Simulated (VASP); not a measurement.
## Bi2Se3: single point with PBE+D3(BJ)

The system is Bi2Se3.

```xyz
5
Lattice="2.0000 1.1547 9.2159 -2.0000 1.1547 9.2159 0.0000 -2.3094 9.2159" Properties=species:S:1:pos:R:3 pbc="T T T"
Bi    0.0000    0.0000   11.0812
Bi    0.0000    0.0000   16.5665
Se    0.0000    0.0000    0.0000
Se    0.0000    0.0000    5.8530
Se    0.0000    0.0000   21.7947
```

```json
{
 "Program": "VASP 6.6.1",
 "Task": "single point",
 "Functional": "PBE",
 "Dispersion": "D3(BJ)",
 "Potentials or basis": "VASP PAW PBE potentials, release 64 (Bi_d, Se)",
 "Cutoff": "520 eV",
 "k mesh": "5 × 5 × 5",
 "Occupations": "gaussian, width 0.01 eV",
 "Spin": "no spin polarisation",
 "Dipole correction": "no",
 "Further INCAR settings": "ALGO = Normal; EDIFF = 1e-06; NBANDS = 32"
}
```

```
Pressure                   : 8.6 GPa
Largest force              : 1.134 eV/Å
Band gap on the k mesh     : 0.13 eV
Dispersion energy per atom : -0.447 eV
```

Forces in eV/Å, atoms in the order of the input:
```
Bi   0.000  0.000 -0.580
Bi   0.000  0.000  0.580
Se   0.000  0.000  0.000
Se   0.000  0.000 -1.134
Se   0.000  0.000  1.134
```

Stress tensor (GPa, compression positive):
```
8.62 0.00 0.00
0.00 8.62 0.00
0.00 0.00 8.45
```

Levels at points of the mesh, in eV from the valence-band top:
| k point | band 20 | band 21 | band 22 | band 23 | band 24 | band 25 | band 26 | band 27 | band 28 | band 29 |
| --- | --- | --- | --- | --- | --- | --- | --- | --- | --- | --- |
| (0.00, 0.00, 0.00) | -2.27 | -2.27 | -1.55 | -1.55 | 0.00 | 0.13 | 1.26 | 1.26 | 2.08 | 2.80 |

Run time: 12 min on 1 thread of Intel(R) Xeon(R) Platinum 8259CL CPU @ 2.50GHz (Skylake/Cascade Lake), with other jobs on the host, peak memory 0.68 GiB.

Caveat: the cell stands under pressure; spin-orbit coupling is left out, which moves the levels of the heavy elements; forces of over 1 eV/Å act on the atoms, so gaps and moduli don't describe the material at rest. A k mesh can miss the band edges.
